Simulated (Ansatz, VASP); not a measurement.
## One calculation of H, two programs

File INCAR:

```
PREC     = Accurate       # precision mode
ENCUT    = 600            # plane-wave cutoff, eV
EDIFF    = 1E-6           # SCF threshold, eV
ISMEAR   = -1             # smearing method
SIGMA    = 0.08           # smearing width, eV
LREAL    = F              # projectors in reciprocal space
LASPH    = T              # aspherical terms in the spheres
NELM     = 100            # most SCF steps
ALGO     = Normal         # electronic algorithm
ISIF     = 3              # what is computed and relaxed
LWAVE    = F              # write WAVECAR
LCHARG   = F              # write CHGCAR
GGA      = PS             # functional
IBRION   = 2              # ionic algorithm
NSW      = 100            # ionic steps
EDIFFG   = -0.002         # ionic threshold
```

File KPOINTS:

```
regular mesh
0
Gamma
  14 14 14
```

Contents of POSCAR:

```
H
1.0
   -1.6915344700      1.6915344700      2.0584739900
    1.6915344700     -1.6915344700      2.0584739900
    1.6915344700      1.6915344700     -2.0584739900
H
2
Direct
    0.9098622900      0.9098622900      0.0000000000
    0.0901377100      0.0901377100      0.0000000000
```

Input for Ansatz:

```yaml
crystal:
  lattice:
    - [-1.69153447, 1.69153447, 2.05847399]
    - [1.69153447, -1.69153447, 2.05847399]
    - [1.69153447, 1.69153447, -2.05847399]
  atoms:
    - { symbol: H, position: [0.90986229, 0.90986229, 0.0] }
    - { symbol: H, position: [0.09013771, 0.09013771, 0.0] }
kpoints:
  mp_grid: { grid: [14, 14, 14] }
scf:
  occupations: { method: fermi_dirac, width: 0.08 }
hamiltonian:
  xc: pbesol
  pseudopotentials: { kind: paw }
relax:
  f_tol: 0.002
  max_steps: 80
  cell: {}
output:
  forces: true
  stress: true
```

Alike in both runs: task relaxation of cell and atoms; functional PBEsol; k mesh 14 × 14 × 14; occupations fermi-dirac, width 0.08 eV; no spin polarisation.

|  | VASP | Ansatz |
| --- | --- | --- |
| version | VASP 6.6.1 | Ansatz 0.2.0 |
| potentials or method | VASP PAW PBE potentials, release 64 (H) | PAW with Ansatz's default frozen-core files, scalar-relativistic |
| plane-wave cutoff (eV) | 600 | 420 |
| valence electrons in the cell | 2 | 2 |

Ansatz gave:

| Quantity | Value |
| --- | --- |
| relaxed volume (Å³/atom) | 13.43 |
| relaxed cell length with the largest relative difference (Å) | 3.304 |

Task: Which values does VASP return?

Result: Relaxed volume (Å³/atom): 12.55; relaxed cell length with the largest relative difference (Å): 3.227.

VASP's potentials were made for PBE, not for PBEsol. One of these differences is far larger than is usual between the two programs; its cause wasn't traced.
